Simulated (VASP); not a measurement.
Runs of VASP 6.6.1 on Se. The structure is that of space group R-3m (No. 166), or close to it. The cells are those of the table. 

| cell | gap on the mesh (eV) | pressure (GPa) |
| --- | --- | --- |
| a = 2.359 Å, angles 107.2°, 1 atom | none | (b) |
| a = 2.453 Å, angles 107.2°, 1 atom | none | 110.6 |
| a = 2.423 Å, angles 107.2°, 1 atom | none | (a) |
| a = 2.483 Å, angles 107.2°, 1 atom | none | 94.2 |
| a = 2.391 Å, angles 107.2°, 1 atom | none | 152.5 |

Alike in all rows: task single point; level PBEsol; potentials or basis VASP PAW PBE potentials, release 64 (Se); no spin polarisation; k mesh 16 × 16 × 16; cutoff (eV) 520; smearing fermi-dirac 0.05 eV.

Q: Fill in the values left out.

A: (a) 129.9; (b) 179.2.

Caveats: the PAW data sets were made with another functional, which shifts forces and pressure a little.

A k mesh can miss the band edges, and the runs leave out spin-orbit coupling on Se.

A gap of «none» marks levels without a gap at the run's occupations.
